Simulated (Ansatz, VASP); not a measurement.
**InP: VASP beside Ansatz**

```
In P
1.0
     3.41406    0.00000    0.00000
     0.00000    3.41406    0.00000
     0.00000    0.00000    3.41406
In P
1 1
Direct
  0.00000 0.00000 0.00000
  0.50000 0.50000 0.50000
```

Alike in both runs: functional r2SCAN; k mesh 6 × 6 × 6; occupations gaussian, width 0.1 eV; no spin polarisation.

Ansatz relaxed the structure, and its values are those at the end. VASP's run is a single point on that final structure, the one shown.

|  | VASP | Ansatz |
| --- | --- | --- |
| version | VASP 6.6.1 | Ansatz 0.2.0 |
| potentials or method | VASP PAW PBE potentials, release 64 (In_d, P), cutoff 520 eV | scalar-relativistic, plane waves, PAW |
| valence electrons in the cell | 18 | 18 |

```tsv
	VASP	Ansatz	Ansatz less VASP
gap on the k mesh at the Fermi level (eV)	none	none	-
pressure (GPa)	0.1	0.0	-0.08
```

VASP's potentials were made for PBE, not for r2SCAN. A gap of «none» marks a metal or a gap that the smearing closes. With one functional, cell and mesh, what is left measures potentials, basis and numerics.
